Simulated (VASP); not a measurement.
# Ta: single point with PBE

Ta:

```
Ta
1.0
    -1.69157    1.69157    1.69157
     1.69157   -1.69157    1.69157
     1.69157    1.69157   -1.69157
Ta
1
Direct
  0.00000 0.00000 0.00000
```

```
Program                : VASP 6.6.1
Task                   : single point
Functional             : PBE
Potentials or basis    : VASP PAW PBE potentials, release 64 (Ta_pv)
Cutoff                 : 520 eV
k mesh                 : 12 × 12 × 12
Occupations            : fermi-dirac, width 0.1 eV
Spin                   : no spin polarisation
Dipole correction      : no
Further INCAR settings : ALGO = Normal; EDIFF = 1e-07; NBANDS = 12
```

| Quantity | Value |
| --- | --- |
| Pressure | -9.7 GPa |

Levels at points of the mesh, in eV from the Fermi level:
| k point | band 3 | band 4 | band 5 | band 6 | band 7 | band 8 | band 9 | band 10 |
| --- | --- | --- | --- | --- | --- | --- | --- | --- |
| (0.00, 0.00, 0.00) | -33.36 | -7.64 | 0.72 | 0.72 | 0.72 | 3.75 | 3.75 | 14.44 |
| (0.50, 0.00, 0.00) | -33.36 | -4.07 | -1.35 | 1.29 | 3.59 | 4.53 | 7.11 | 10.60 |
| (0.50, 0.50, 0.50) | -34.01 | -3.40 | -3.40 | 6.26 | 6.26 | 6.26 | 8.02 | 8.02 |

Wall time 5.8 s on 1 thread of Intel(R) Xeon(R) 6975P-C (Granite Rapids), on a shared host, peak memory 0.14 GiB.

Caveat: spin-orbit coupling is left out, which moves the levels of the heavy elements.
